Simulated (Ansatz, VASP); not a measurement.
**One calculation of RbCl, two programs**

The input INCAR:

```
PREC     = Accurate       # precision mode
ENCUT    = 450            # plane-wave cutoff, eV
EDIFF    = 1E-7           # SCF threshold, eV
ISMEAR   = 0              # smearing method
SIGMA    = 0.01           # smearing width, eV
LREAL    = F              # projectors in reciprocal space
LASPH    = T              # aspherical terms in the spheres
NELM     = 120            # most SCF steps
ALGO     = Normal         # electronic algorithm
ISIF     = 2              # what is computed and relaxed
LWAVE    = F              # write WAVECAR
LCHARG   = F              # write CHGCAR
GGA      = CA             # functional
IBRION   = 2              # ionic algorithm
NSW      = 50             # ionic steps
EDIFFG   = -0.002         # ionic threshold
GGA_COMPAT= F            
NELMIN   = 4
```

File KPOINTS:

```
Automatic mesh
0
Gamma
  6 6 6
```

Contents of POSCAR:

```
RbCl
1.0
   -0.0159427095      3.1805705484      3.1805705484
    3.1805705484     -0.0159427095      3.1805705484
    3.1805705484      3.1805705484     -0.0159427095
Rb Cl
1 1
Direct
    0.0000000000      0.0000000000      0.0000000000
    0.5000000000      0.5000000000      0.5000000000
```

Input for Ansatz:

```yaml
crystal:
  lattice:
    - [-0.01594270952, 3.18057054835, 3.18057054835]
    - [3.18057054835, -0.01594270952, 3.18057054835]
    - [3.18057054835, 3.18057054835, -0.01594270952]
  atoms:
    - { symbol: Rb, position: [0.0, 0.0, 0.0] }
    - { symbol: Cl, position: [0.5, 0.5, 0.5] }
kpoints:
  mp_grid: { grid: [6, 6, 6] }
scf:
  occupations: { method: fixed }
  convergence: { dr2_threshold: 1.0e-10 }
hamiltonian:
  xc: lda
  pseudopotentials: { kind: all_electron, lapw: { basis_error: 0.0005 } }
output:
  forces: true
  stress: true
  eigenstates:
    kpoints:
      - [0.0, 0.0, 0.0]
      - [-0.5, 0.0, -0.5]
      - [0.0, -0.5, -0.5]
      - [-0.5, -0.5, 0.0]
      - [-0.5, 0.0, 0.0]
      - [0.0, -0.5, 0.0]
      - [0.0, 0.0, -0.5]
      - [-0.5, -0.5, -0.5]
relax:
  f_tol: 0.002
  max_steps: 30
```

Change from the starting cell: equal xy, yz and zx engineering shears of -0.5 %.

Alike in both runs: task relaxation of the atoms; functional LDA; k mesh 6 × 6 × 6; no spin polarisation.

|  | VASP | Ansatz |
| --- | --- | --- |
| version | VASP 6.6.1 | Ansatz 0.2.0 |
| potentials or method | VASP PAW LDA potentials, release 64 (Rb_sv, Cl), cutoff 450 eV | all-electron LAPW, scalar-relativistic |
| occupations | gaussian, width 0.01 eV | fixed |

VASP gave:

```
gap on the k mesh at the Fermi level, each at its own relaxed structure (eV) : 4.85
```

What did Ansatz give for the same quantities?

gap on the k mesh at the Fermi level, each at its own relaxed structure (eV): 4.84.

LDA's correlation is that of Perdew and Zunger in VASP and of Perdew and Wang (1992) in Ansatz. Ansatz ran all-electron here, and VASP with PAW potentials.

Noted on VASP's run: the relaxation stopped at its first step, so nothing moved.
